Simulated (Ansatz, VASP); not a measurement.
## CdF2 in VASP and in Ansatz

```
Cd F
1.0
     0.00000    2.69400    2.69400
     2.69400    0.00000    2.69400
     2.69400    2.69400    0.00000
Cd F
1 2
Cartesian
  0.0000 0.0000 0.0000
  1.3470 1.3470 1.3470
  4.0410 4.0410 4.0410
```

Alike in both runs: task single point; functional PBE; k mesh 8 × 8 × 8; occupations gaussian, width 0.05 eV; no spin polarisation.

```csv
,VASP,Ansatz
version,VASP 6.6.1,Ansatz 0.2.0
potentials or method,"VASP PAW PBE potentials, release 64 (Cd, F), cutoff 520 eV","scalar-relativistic, plane waves, PAW"
valence electrons in the cell,26,34
```

Ansatz gave:

```
gap on the k mesh at the Fermi level (eV) : 3.10
least direct gap on the mesh (eV)         : 3.60
pressure (GPa)                            : 5.5
```

Question: Which values does VASP return?

Answer: gap on the k mesh at the Fermi level (eV): 3.07; least direct gap on the mesh (eV): 3.57; pressure (GPa): 6.2.

VASP's potentials hold 26 valence electrons a cell and Ansatz's 34, so a difference there can come from the potentials and not from the codes.
